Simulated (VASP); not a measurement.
# Ir (P6_3/mmc) in VASP: settings compared

Ir is run at these levels: r2SCAN, PBEsol; tasks: single point.

Everything below comes from runs of VASP 6.6.1. Logs are shortened: lines on timing, memory, paths and dates and some standing lists are left out, and cuts for length are marked.

## Step 1: The cell of the first run

The structure is hexagonal, space group P6_3/mmc (No. 194). The conventional cell has a = 2.770 Å, b = 2.770 Å, c = 4.492 Å, α = 90.00°, β = 90.00°, γ = 120.00°. Ir (site symmetry -6m2) has 12 Ir at 2.76 to 2.77 Å within 3.6 Å.

This isn't the form of Ir at room conditions, which is fcc.

## Step 2: Single point, r2SCAN

Contents of POSCAR:

```
Ir
1.0
    2.7695994713      0.0000000000      0.0000000000
   -1.3847997356      2.3985435004      0.0000000000
    0.0000000000      0.0000000000      4.4918424506
Ir
2
Direct
    0.3333333333      0.6666666667      0.2500000000
    0.6666666667      0.3333333333      0.7500000000
```

Contents of INCAR.step1:

```
SYSTEM = Ir
PREC     = Accurate       ! precision mode
ENCUT    = 550            ! plane-wave cutoff, eV
ISMEAR   = -1             ! smearing method
SIGMA    = 0.05           ! smearing width, eV
LREAL    = .False.        ! projectors in reciprocal space
LASPH    = .True.         ! aspherical terms in the spheres
NELM     = 120            ! most SCF steps
NBANDS   = 16             ! bands
GGA      = PE             ! functional
ALGO     = Normal         ! electronic algorithm
EDIFF    = 1E-5           ! SCF threshold, eV
LWAVE    = .True.         ! write WAVECAR
LCHARG   = .False.        ! write CHGCAR
GGA_COMPAT= .False.
```

Contents of INCAR.step2:

```
SYSTEM = Ir
PREC     = Accurate       ! precision mode
ENCUT    = 550            ! plane-wave cutoff, eV
EDIFF    = 1E-6           ! SCF threshold, eV
ISMEAR   = -1             ! smearing method
SIGMA    = 0.05           ! smearing width, eV
LREAL    = .False.        ! projectors in reciprocal space
LASPH    = .True.         ! aspherical terms in the spheres
NELM     = 120            ! most SCF steps
ALGO     = Normal         ! electronic algorithm
ISIF     = 2              ! what is computed and relaxed
LWAVE    = .False.        ! write WAVECAR
LCHARG   = .True.         ! write CHGCAR
METAGGA  = R2SCAN         ! meta-GGA
LMIXTAU  = .True.       
LELF     = .True.         ! ELF
LVHAR    = .True.       
NBANDS   = 16             ! bands
ISTART   = 1            
GGA_COMPAT= .False.
```

Contents of KPOINTS:

```
Automatic mesh
0
Gamma
  11 11 6
  0 0 0
```

Potentials or basis: VASP PAW PBE potentials, release 64 (Ir).

Started as:

```console
cat potpaw_PBE.64/Ir/POTCAR > POTCAR
cp INCAR.step1 INCAR
mpirun -np 1 vasp_std > vasp.out
cp INCAR.step2 INCAR
mpirun -np 1 vasp_std > vasp.out
```

OUTCAR:

```text
SYSTEM = Ir
   PREC = Accurate
   ENCUT = 550
   EDIFF = 1E-6
   ISMEAR = -1
   LREAL = .False.
   LASPH = .True.
   NELM = 120
   ISIF = 2
   METAGGA = R2SCAN
   ISTART = 1

 ion  position               nearest neighbor table
   1  0.333  0.667  0.250-   2 2.76   2 2.76   2 2.76   2 2.76   2 2.76   2 2.76
   2  0.667  0.333  0.750-   1 2.76   1 2.76   1 2.76   1 2.76   1 2.76   1 2.76

  LATTYP: Found a hexagonal cell.
 ALAT       =     2.7695994713
 C/A-ratio  =     1.6218382828

  Lattice vectors:

 A1 = (   2.7695994713,   0.0000000000,   0.0000000000)
 A2 = (  -1.3847997356,   2.3985435004,   0.0000000000)
 A3 = (   0.0000000000,   0.0000000000,   4.4918424506)

Analysis of symmetry for initial positions (statically):
=====================================================================
 Subroutine PRICEL returns:
 Original cell was already a primitive cell.

 Routine SETGRP: Setting up the symmetry group for a
 hexagonal supercell.

 Subroutine GETGRP returns: Found 24 space group operations
 (whereof 12 operations were pure point group operations)
 out of a pool of 24 trial point group operations.

The static configuration has the point symmetry D_3d.
 The point group associated with its full space group is D_6h.

Analysis of symmetry for dynamics (positions and initial velocities):
=====================================================================
 Subroutine PRICEL returns:
 Original cell was already a primitive cell.

 Routine SETGRP: Setting up the symmetry group for a
 hexagonal supercell.

 Subroutine GETGRP returns: Found 24 space group operations
 (whereof 12 operations were pure point group operations)
 out of a pool of 24 trial point group operations.

The dynamic configuration has the point symmetry D_3d.
 The point group associated with its full space group is D_6h.

 Subroutine INISYM returns: Found 24 space group operations
 (whereof 12 operations are pure point group operations),
 and found     1 'primitive' translations

----------------------------------------------------------------------------------------

                                     Primitive cell

  volume of cell :      29.8393

  direct lattice vectors                    reciprocal lattice vectors
     2.769599471  0.000000000  0.000000000     0.361063038  0.208459842  0.000000000
    -1.384799736  2.398543500  0.000000000     0.000000000  0.416919685  0.000000000
     0.000000000  0.000000000  4.491842451     0.000000000  0.000000000  0.222625796

  length of vectors
     2.769599471  2.769599471  4.491842451     0.416919685  0.416919685  0.222625796

  position of ions in fractional coordinates (direct lattice)
     0.333333333  0.666666667  0.250000000
     0.666666667  0.333333333  0.750000000

  ion indices of the primitive-cell ions
   primitive index   ion index
                 1           1
                 2           2

----------------------------------------------------------------------------------------

 KPOINTS: Automatic mesh

Automatic generation of k-mesh.
 Grid dimensions read from file:
 generate k-points for:   11   11    6

 Generating k-lattice:

  Cartesian coordinates                     Fractional coordinates (reciprocal lattice)
     0.032823913  0.018950895  0.000000000     0.090909091  0.000000000  0.000000000
     0.000000000  0.037901790  0.000000000     0.000000000  0.090909091  0.000000000
     0.000000000  0.000000000  0.037104299     0.000000000  0.000000000  0.166666667

  Length of vectors
     0.037901790  0.037901790  0.037104299

  Shift w.r.t. Gamma in fractional coordinates (k-lattice)
     0.000000000  0.000000000  0.000000000

 Subroutine IBZKPT returns following result:
 ===========================================

 Found     64 irreducible k-points:

 Following reciprocal coordinates:
            Coordinates               Weight
  0.000000  0.000000  0.000000      1.000000
  0.090909  0.000000  0.000000      6.000000
  0.181818 -0.000000  0.000000      6.000000
  0.272727  0.000000  0.000000      6.000000
  0.363636  0.000000  0.000000      6.000000
  0.454545  0.000000  0.000000      6.000000
[... 16 lines left out ...]
  0.090909  0.090909  0.166667     12.000000
  0.181818  0.090909  0.166667     24.000000
 [... further k-points ...]
   k-points           NKPTS =     64   k-points in BZ     NKDIM =     64   number of bands    NBANDS=     16
   number of dos      NEDOS =    301   number of ions     NIONS =      2
   total plane-waves  NPLWV =  20736
   dimension x,y,z NGX =    24 NGY =   24 NGZ =   36
   dimension x,y,z NGXF=    48 NGYF=   48 NGZF=   72
   ions per type =               2
   NGX,Y,Z   is equivalent  to a cutoff of  14.41, 14.41, 13.32 a.u.
   NGXF,Y,Z  is equivalent  to a cutoff of  28.81, 28.81, 26.65 a.u.
 SYSTEM =  Ir
   PREC   = accura    normal or accurate (medium, high low for compatibility)
   ISTART =      1    job   : 0-new  1-cont  2-samecut
   ICHARG =      0    charge: 1-file 2-atom 10-const
   ISPIN  =      1    spin polarized calculation?
   LNONCOLLINEAR =      F non collinear calculations
   LSORBIT =      F    spin-orbit coupling
   LASPH  =      T    aspherical Exc in radial PAW
   ENCUT  =  550.0 eV  40.42 Ry    6.36 a.u.   5.30  5.30  8.59*2*pi/ulx,y,z
   NELM   =    120;   NELMIN=  2; NELMDL=  0     # of ELM steps
   EDIFF  = 0.1E-05   stopping-criterion for ELM
   LREAL  =      F    real-space projection
   EDIFFG = 0.1E-04   stopping-criterion for IOM
   NSW    =      0    number of steps for IOM
   IBRION =     -1    ionic relax: 0-MD 1-quasi-New 2-CG
   NFREE  =      0    steps in history (QN), initial steepest desc. (CG)
   ISIF   =      2    stress and relaxation
   ISYM   =      2    0-nonsym 1-usesym 2-fastsym
   POTIM  = 0.5000    time-step for ionic-motion
   TEBEG  =    0.0;   TEEND  =   0.0 temperature during run
   PSTRESS=    0.0 pullay stress
   NELECT =      18.0000    total number of electrons
   NUPDOWN=      -1.0000    fix difference up-down
   EMIN   =  10.00;   EMAX   =-10.00  energy-range for DOS
   EFERMI =   0.00;   METHOD = LEGACY
   ISMEAR =    -1;   SIGMA  =   0.05  broadening in eV -4-tet -1-fermi 0-gaus
   EFERMI_NEDOS =   21; number of points for ismear=-14 and -15
   IALGO  =     38    algorithm
   IMIX   =      4    mixing-type and parameters
     AMIX     =   0.40;   BMIX     =  1.00
     AMIX_MAG =   1.60;   BMIX_MAG =  1.00
  volume/ion in A,a.u.               =      14.92       100.68
  Fermi-wavevector in a.u.,A,eV,Ry     =   1.383256  2.613975 26.033358  1.913398
  Thomas-Fermi vector in A             =   2.507871
   LORBIT       =      0    0 simple, 1 ext, 2 COOP (PROOUT), +10 PAW based schemes
   METAGGA = R2SCAN    functional components
   LHFCALC =     F    Hartree Fock is set to
   AEXX    =    0.0000 exact exchange contribution
   IVDW    =     0    specifies the selected vdW correction
   LEPSILON=     F    determine dielectric tensor
   LRPA    =     F    only Hartree local field effects (RPA)
 non-spin polarized calculation
  energy-cutoff  :      550.00
  volume of cell :       29.84
 maximum number of plane-waves:       885
 NGX is ok and might be reduce to    24
   NGX = 11   NGY = 11   NGZ = 17

 number of electron      17.9999999 magnetization

 Free energy of the ion-electron system (eV)
  ---------------------------------------------------
  ext. energy  EPLUGINS =         0.00000000
  ---------------------------------------------------
  free energy    TOTEN  =      -104.49110964 eV

  energy without entropy =     -104.46464780  energy(sigma->0) =     -104.47787872

 E-fermi :   9.3829     XC(G=0): -14.9709

 val. band max:        9.3692061207   @ k =   0.3636   0.1818   0.1667
 cond. band min:       9.3937838668   @ k =   0.2727   0.0909   0.3333
 fundamental gap:      0.0245777461
 Fermi energy:         9.3829334376

 k-point     1 :       0.0000    0.0000    0.0000
  band No.  band energies     occupation
      1      -1.6775      2.00000
      2       1.4431      2.00000
      3       5.6097      2.00000
      4       5.7172      2.00000
      5       5.7172      2.00000
      6       6.3380      2.00000
[... 8 lines left out ...]
     15      26.7154      0.00000
     16      27.6758      0.00000

 k-point     2 :       0.0909    0.0000    0.0000
  band No.  band energies     occupation
      1      -1.3593      2.00000
      2       1.7219      2.00000
      3       5.1919      2.00000
      4       5.9799      2.00000
      5       6.0542      2.00000
      6       6.2050      2.00000
[... 8 lines left out ...]
     15      27.1133      0.00000
     16      28.0297      0.00000

 k-point     3 :       0.1818   -0.0000    0.0000
  band No.  band energies     occupation
      1      -0.4740      2.00000
      2       2.3821      2.00000
      3       4.7034      2.00000
      4       5.3762      2.00000
      5       5.7525      2.00000
      6       6.4835      2.00000
[... 8 lines left out ...]
     15      27.4528      0.00000
     16      27.5575      0.00000

 k-point     4 :       0.2727    0.0000    0.0000
  band No.  band energies     occupation
      1       0.7225      2.00000
      2       2.6991      2.00000
      3       4.1398      2.00000
      4       4.7341      2.00000
      5       5.5912      2.00000
      6       6.0192      2.00000
[... 8 lines left out ...]
     15      25.0905      0.00000
     16      25.8897      0.00000

 k-point     5 :       0.3636    0.0000    0.0000
  band No.  band energies     occupation
      1       1.6922      2.00000
      2       2.4177      2.00000
      3       3.2671      2.00000
      4       5.2401      2.00000
      5       5.6506      2.00000
      6       6.1037      2.00000
[... 8 lines left out ...]
     15      22.8875      0.00000
     16      24.6189      0.00000

 k-point     6 :       0.4545    0.0000    0.0000
  band No.  band energies     occupation
      1       2.0545      2.00000
      2       2.1693      2.00000
      3       2.8187      2.00000
      4       5.4503      2.00000
      5       5.9392      2.00000
      6       5.9703      2.00000
[... 8 lines left out ...]
     15      21.4181      0.00000
     16      21.4607      0.00000
[... 267 lines left out ...]
 k-point    21 :       0.3636    0.0000    0.1667
  band No.  band energies     occupation
      1       1.6052      2.00000
      2       2.5135      2.00000
      3       3.5375      2.00000
      4       4.5118      2.00000
      5       5.8509      2.00000
      6       6.0851      2.00000
[... 8 lines left out ...]
     15      23.5257      0.00000
     16      23.8860      0.00000

 k-point    22 :       0.4545    0.0000    0.1667
  band No.  band energies     occupation
      1       1.7370      2.00000
      2       2.2228      2.00000
      3       3.4223      2.00000
      4       4.4544      2.00000
      5       5.6762      2.00000
      6       6.4837      2.00000
[... 8 lines left out ...]
     15      22.1838      0.00000
     16      22.6226      0.00000

 k-point    23 :       0.0909    0.0909    0.1667
  band No.  band energies     occupation
      1      -0.4710      2.00000
      2       2.2626      2.00000
      3       4.8206      2.00000
      4       5.1684      2.00000
      5       5.7044      2.00000
      6       6.1640      2.00000
[... 8 lines left out ...]
     15      26.8883      0.00000
     16      27.5660      0.00000

 k-point    24 :       0.1818    0.0909    0.1667
  band No.  band energies     occupation
      1       0.5476      2.00000
      2       2.9648      2.00000
      3       4.2474      2.00000
      4       4.4647      2.00000
      5       5.4233      2.00000
      6       6.0239      2.00000
[... 8 lines left out ...]
     15      25.0432      0.00000
     16      26.7176      0.00000

 [... further k-points ...]
[... 5 lines left out ...]
  --------------------------------------------------------------------------------------
  -------------------------------------------------------------------------------------
  Total       -2.3556539     -2.3556539     -2.4580908     -0.0000000     -0.0000000      0.0000000
  in kB     -126.4832390   -126.4832390   -131.9834341     -0.0000000     -0.0000000      0.0000000
  external PRESSURE =    -128.3166374 kB  Pullay stress =       0.0000000 kB

 VOLUME and BASIS-vectors are now :
 -----------------------------------------------------------------------------
  energy-cutoff  :      550.00
  volume of cell :       29.84
      direct lattice vectors                 reciprocal lattice vectors
     2.769599471  0.000000000  0.000000000     0.361063038  0.208459842  0.000000000
    -1.384799736  2.398543500  0.000000000     0.000000000  0.416919685  0.000000000
     0.000000000  0.000000000  4.491842451     0.000000000  0.000000000  0.222625796

 POSITION                                       TOTAL-FORCE (eV/Angst)
 -----------------------------------------------------------------------------------
     -0.00000      1.59903      1.12296         0.000000     -0.000000      0.000000
      1.38480      0.79951      3.36888        -0.000000      0.000000      0.000000
 -----------------------------------------------------------------------------------
    total drift:                                0.000000     -0.000000     -0.000000

  FREE ENERGIE OF THE ION-ELECTRON SYSTEM (eV)
  ---------------------------------------------------
  free  energy   TOTEN  =      -104.4911096419 eV

  energy  without entropy=     -104.4646477969  energy(sigma->0) =     -104.47787872
```

It took 2.1 min on 1 thread of Intel Xeon Platinum 8259CL at 2.50GHz (Skylake/Cascade Lake), shared host; peak memory 0.18 GiB.

What came out:

| Property | Result |
| --- | --- |
| Free energy | -104.4911 eV |
| Pressure | -12.8 GPa |
| Band gap on the k mesh | zero (bands 9 and 10 overlap by 3.07 eV) |

Caveat: the cell stands under tension; the PAW data sets were made with another functional, which shifts forces and pressure a little; spin-orbit coupling is left out, which moves the levels of the heavy elements.

## Step 3: Single point, PBEsol, non-collinear spin, zero start, spin-orbit coupling

This run uses another cell than the first one, of 14.63 Å³/atom.

Contents of INCAR:

```
SYSTEM = Ir
PREC     = Accurate       ! precision mode
ENCUT    = 500            ! plane-wave cutoff, eV
EDIFF    = 1E-6           ! SCF threshold, eV
ISMEAR   = -1             ! smearing method
SIGMA    = 0.05           ! smearing width, eV
LREAL    = .FALSE.        ! projectors in reciprocal space
LASPH    = .TRUE.         ! aspherical terms in the spheres
NELM     = 200            ! most SCF steps
ALGO     = Normal         ! electronic algorithm
ISIF     = 2              ! what is computed and relaxed
LWAVE    = .FALSE.        ! write WAVECAR
LCHARG   = .TRUE.         ! write CHGCAR
MAGMOM   = 0 0 0 0 0 0    ! initial moments
LORBIT   = 11             ! projections on sites
LSORBIT  = .TRUE.         ! spin-orbit coupling
GGA_COMPAT= .FALSE.      
LORBMOM  = .TRUE.       
LMAXMIX  = 4              ! l up to which the mixer works
GGA      = PS             ! functional
LVHAR    = .TRUE.       
NBANDS   = 30             ! bands
```

Contents of KPOINTS:

```
regular mesh
0
G
  11 11 6
  0 0 0
```

Contents of POSCAR:

```
Ir
1.0
    2.7513778946      0.0000000000      0.0000000000
   -1.3756889473      2.3827631521      0.0000000000
    0.0000000000      0.0000000000      4.4622900000
Ir
2
Direct
    0.3333333333      0.6666666667      0.2500000000
    0.6666666667      0.3333333333      0.7500000000
```

Potentials or basis: VASP PAW PBE potentials, release 64 (Ir).

Started as:

```console
cat potpaw_PBE.64/Ir/POTCAR > POTCAR
mpirun -np 1 vasp_ncl > vasp.out
```

Run time: 1.8 min. Hardware: 1 thread of Intel Xeon Platinum 8259CL at 2.50GHz (Skylake/Cascade Lake), shared host; peak memory 0.24 GiB.

It converged, with:

```
Free energy                                           : -20.2191 eV
Pressure                                              : -10.5 GPa
Net moment                                            : 0.00 μB per cell
Valence electrons inside the program's atomic spheres : Ir 8.28
```

Stress tensor (GPa, compression positive):
```
-10.63   0.00   0.00
  0.00 -10.63   0.00
  0.00   0.00 -10.22
```

Moments on the atoms (μB; x, y, z):
```
Ir  0.00 0.00 0.00
Ir  0.00 0.00 0.00
```

Caveat: the cell stands under tension; the PAW data sets were made with another functional, which shifts forces and pressure a little.

(Part 1 of 2 ends here.)

The gap in the log of VASP goes by the Fermi energy; the results here count the filled bands.